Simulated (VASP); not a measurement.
# W (P6/mmm) in VASP: single point with LDA

Aim: the single point of W with LDA.

Everything below comes from runs of VASP 6.6.1. Logs are shortened: lines on timing, memory, paths and dates and some standing lists are left out, and cuts for length are marked.

## (1) The cell of the first run

It takes space group P6/mmm (No. 191, hexagonal). Conventional cell: a = 3.020 Å, b = 3.020 Å, c = 3.050 Å, α = 90.00°, β = 90.00°, γ = 120.00°. W (site symmetry 6/mmm) has 8 W at 3.02 to 3.05 Å within 4.0 Å.

## (2) Single point, LDA

Contents of INCAR:

```
PREC = Accurate
ENCUT = 500
EDIFF = 1E-6
ISMEAR = -1
SIGMA = 0.1
LREAL = False
LASPH = True
NELM = 120
ALGO = Normal
ISIF = 2
LWAVE = False
LCHARG = False
GGA = CA
NBANDS = 13
GGA_COMPAT = False
```

Contents of KPOINTS:

```
Automatic mesh
0
Gamma
  11 11 9
```

Contents of POSCAR:

```
W
1.0
    3.0200000000      0.0000000000      0.0000000000
   -1.5100000000      2.6153970000      0.0000000000
    0.0000000000      0.0000000000      3.0500000000
W
1
Direct
    0.0000000000      0.0000000000      0.0000000000
```

Potentials or basis: VASP PAW LDA potentials, release 64 (W_sv).

Launch:

```console
$ cat potpaw_LDA.64/W_sv/POTCAR > POTCAR
$ mpirun -np 1 vasp_std > vasp.out
```

OUTCAR:

```text
PREC = Accurate
   ENCUT = 500
   EDIFF = 1E-6
   ISMEAR = -1
   LREAL = False
   LASPH = True
   NELM = 120
   ISIF = 2
   GGA = CA

 ion  position               nearest neighbor table
   1  0.000  0.000  0.000-

  LATTYP: Found a hexagonal cell.
 ALAT       =     3.0200000000
 C/A-ratio  =     1.0099337748

  Lattice vectors:

 A1 = (   3.0200000000,   0.0000000000,   0.0000000000)
 A2 = (  -1.5100000000,   2.6153970000,   0.0000000000)
 A3 = (   0.0000000000,   0.0000000000,   3.0500000000)

Analysis of symmetry for initial positions (statically):
=====================================================================
 Subroutine PRICEL returns:
 Original cell was already a primitive cell.

 Routine SETGRP: Setting up the symmetry group for a
 hexagonal supercell.

 Subroutine GETGRP returns: Found 24 space group operations
 (whereof 24 operations were pure point group operations)
 out of a pool of 24 trial point group operations.

The static configuration has the point symmetry D_6h.

Analysis of symmetry for dynamics (positions and initial velocities):
=====================================================================
 Subroutine PRICEL returns:
 Original cell was already a primitive cell.

 Routine SETGRP: Setting up the symmetry group for a
 hexagonal supercell.

 Subroutine GETGRP returns: Found 24 space group operations
 (whereof 24 operations were pure point group operations)
 out of a pool of 24 trial point group operations.

The dynamic configuration has the point symmetry D_6h.

 Subroutine INISYM returns: Found 24 space group operations
 (whereof 24 operations are pure point group operations),
 and found     1 'primitive' translations

----------------------------------------------------------------------------------------

                                     Primitive cell

  volume of cell :      24.0904

  direct lattice vectors                    reciprocal lattice vectors
     3.020000000  0.000000000  0.000000000     0.331125828  0.191175565  0.000000000
    -1.510000000  2.615397000  0.000000000     0.000000000  0.382351131  0.000000000
     0.000000000  0.000000000  3.050000000     0.000000000  0.000000000  0.327868852

  length of vectors
     3.020000000  3.020000243  3.050000000     0.382351161  0.382351131  0.327868852

  position of ions in fractional coordinates (direct lattice)
     0.000000000  0.000000000  0.000000000

  ion indices of the primitive-cell ions
[... 75 lines left out ...]
   LREAL  =      F    real-space projection
   EDIFFG = 0.1E-04   stopping-criterion for IOM
   NSW    =      0    number of steps for IOM
   IBRION =     -1    ionic relax: 0-MD 1-quasi-New 2-CG
   NFREE  =      0    steps in history (QN), initial steepest desc. (CG)
   ISIF   =      2    stress and relaxation
   ISYM   =      2    0-nonsym 1-usesym 2-fastsym
   POTIM  = 0.5000    time-step for ionic-motion
   TEBEG  =    0.0;   TEEND  =   0.0 temperature during run
   PSTRESS=    0.0 pullay stress
   NELECT =      14.0000    total number of electrons
   NUPDOWN=      -1.0000    fix difference up-down
   EMIN   =  10.00;   EMAX   =-10.00  energy-range for DOS
   EFERMI =   0.00;   METHOD = LEGACY
   ISMEAR =    -1;   SIGMA  =   0.10  broadening in eV -4-tet -1-fermi 0-gaus
   EFERMI_NEDOS =   21; number of points for ismear=-14 and -15
   IALGO  =     38    algorithm
   IMIX   =      4    mixing-type and parameters
     AMIX     =   0.40;   BMIX     =  1.00
     AMIX_MAG =   1.60;   BMIX_MAG =  1.00
  volume/ion in A,a.u.               =      24.09       162.57
  Fermi-wavevector in a.u.,A,eV,Ry     =   1.366164  2.581675 25.393954  1.866403
  Thomas-Fermi vector in A             =   2.492328
   LORBIT       =      0    0 simple, 1 ext, 2 COOP (PROOUT), +10 PAW based schemes
   GGA     = CA    functional components
   LHFCALC =     F    Hartree Fock is set to
   AEXX    =    0.0000 exact exchange contribution
   IVDW    =     0    specifies the selected vdW correction
   LEPSILON=     F    determine dielectric tensor
   LRPA    =     F    only Hartree local field effects (RPA)
 non-spin polarized calculation
  energy-cutoff  :      500.00
  volume of cell :       24.09
 maximum number of plane-waves:       635
 NGX is ok and might be reduce to    24
   NGX = 11   NGY = 11   NGZ = 11

 number of electron      13.9999997 magnetization

 Free energy of the ion-electron system (eV)
  ---------------------------------------------------
  ext. energy  EPLUGINS =         0.00000000
  ---------------------------------------------------
  free energy    TOTEN  =       -11.55090174 eV

  energy without entropy =      -11.50594459  energy(sigma->0) =      -11.52842316

 E-fermi :   6.0215     XC(G=0): -11.5189

 val. band max:        5.9943557075   @ k =   0.4545   0.0909   0.4444
 cond. band min:       6.0216054311   @ k =   0.4545   0.0909   0.0000
 fundamental gap:      0.0272497236
 Fermi energy:         6.0215033013

 k-point     1 :       0.0000    0.0000    0.0000
  band No.  band energies     occupation
      1     -67.9834      2.00000
      2     -32.2894      2.00000
      3     -32.0028      2.00000
      4     -32.0028      2.00000
      5      -1.1128      2.00000
      6       3.1448      2.00000
      7       5.6796      1.93661
      8       5.6796      1.93661
      9       8.8513      0.00000
     10       8.8513      0.00000
     11      16.6665      0.00000
     12      18.7070      0.00000
     13      23.1305      0.00000
[... 354 lines left out ...]
  band No.  band energies     occupation
      1     -67.9666      2.00000
      2     -32.2992      2.00000
      3     -32.2222      2.00000
      4     -32.0638      2.00000
      5       0.7420      2.00000
      6       3.9533      2.00000
      7       4.7191      2.00000
      8       6.9966      0.00012
      9       7.4118      0.00000
     10       8.2565      0.00000
     11      17.5456      0.00000
     12      18.4038      0.00000
     13      19.6636      0.00000

 [... further k-points ...]
[... 5 lines left out ...]
  --------------------------------------------------------------------------------------
  -------------------------------------------------------------------------------------
  Total       -6.3947712     -6.3947725     -6.5483788      0.0000000      0.0000000      0.0000000
  in kB     -425.2958913   -425.2959825   -435.5118439      0.0000000      0.0000000      0.0000000
  external PRESSURE =    -428.7012392 kB  Pullay stress =       0.0000000 kB

 VOLUME and BASIS-vectors are now :
 -----------------------------------------------------------------------------
  energy-cutoff  :      500.00
  volume of cell :       24.09
      direct lattice vectors                 reciprocal lattice vectors
     3.020000000  0.000000000  0.000000000     0.331125828  0.191175565  0.000000000
    -1.510000000  2.615397000  0.000000000     0.000000000  0.382351131  0.000000000
     0.000000000  0.000000000  3.050000000     0.000000000  0.000000000  0.327868852

 POSITION                                       TOTAL-FORCE (eV/Angst)
 -----------------------------------------------------------------------------------
      0.00000      0.00000      0.00000         0.000000      0.000000      0.000000
 -----------------------------------------------------------------------------------
    total drift:                                0.000000      0.000000      0.000000

  FREE ENERGIE OF THE ION-ELECTRON SYSTEM (eV)
  ---------------------------------------------------
  free  energy   TOTEN  =       -11.5509017378 eV

  energy  without entropy=      -11.5059445905  energy(sigma->0) =      -11.52842316
```

stdout:

```text
POSCAR found type information on POSCAR W
 POSCAR found :  1 types and       1 ions
 scaLAPACK will be used
 LDA part: xc-table for (Slater(with rela. corr.)+CA(PZ))
 , standard interpolation
 POSCAR, INCAR and KPOINTS ok, starting setup
 FFT: planning ... GRIDC
 FFT: planning ... GRID_SOFT
 FFT: planning ... GRID
 WAVECAR not read
 entering main loop
```

It took 22 s on 1 thread of Intel Xeon 8259CL, shared host; peak memory 0.14 GiB.

What came out:

```
Free energy            : -11.5509 eV
Pressure               : -42.9 GPa
Band gap on the k mesh : zero (band 7 reaches 6.86 eV, above the bottom of band 8 at 5.68 eV)
```

Levels at points of the mesh, in eV from the Fermi level:
| k point | band 3 | band 4 | band 5 | band 6 | band 7 | band 8 | band 9 | band 10 | band 11 | band 12 |
| --- | --- | --- | --- | --- | --- | --- | --- | --- | --- | --- |
| (0.00, 0.00, 0.00) | -38.02 | -38.02 | -7.13 | -2.88 | -0.34 | -0.34 | 2.83 | 2.83 | 10.64 | 12.69 |

Caveat: spin-orbit coupling is left out, which moves the levels of the heavy elements.
